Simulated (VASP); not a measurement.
Input of a VASP 6.6.1 run:

Contents of INCAR:

```
SYSTEM = Fe
PREC = Accurate ; ENCUT = 690
EDIFF = 1E-6 ; ISMEAR = -1
SIGMA = 0.1 ; LREAL = .FALSE.
LASPH = .TRUE. ; NELM = 200
ALGO = Normal ; ISIF = 2
LWAVE = .FALSE. ; LCHARG = .FALSE.
ISPIN = 2 ; MAGMOM = 4.92
LORBIT = 11 ; NUPDOWN = 4.92
LMAXMIX = 4 ; LDAU = .TRUE.
LDAUTYPE = 2 ; LDAUL = 2
LDAUU = 5.3 ; LDAUJ = 0
LDAUPRINT = 1 ; GGA = PS
NBANDS = 18 ; GGA_COMPAT = .FALSE.
```

The input KPOINTS:

```
regular mesh
0
G
  12 12 12
  0 0 0
```

Contents of POSCAR:

```
Fe
1.0
   -1.4455000000      1.4455000000      1.4455000000
    1.4455000000     -1.4455000000      1.4455000000
    1.4455000000      1.4455000000     -1.4455000000
Fe
1
Direct
    0.0000000000      0.0000000000      0.0000000000
```

Potentials or basis: VASP PAW PBE potentials, release 64 (Fe_sv).

Command:

```sh
$ cat potpaw_PBE.64/Fe_sv/POTCAR > POTCAR
$ mpirun -np 1 vasp_std > vasp.out
```

(1) Estimate the pressure.

Results:

(1) 101.5 GPa.

Caveat: the cell stands under pressure; the PAW data sets were made with another functional, which shifts forces and pressure a little; the total moment is fixed, so each spin has its own Fermi level and the state may be an excited one; the U is typed as a test and isn't derived for this compound.
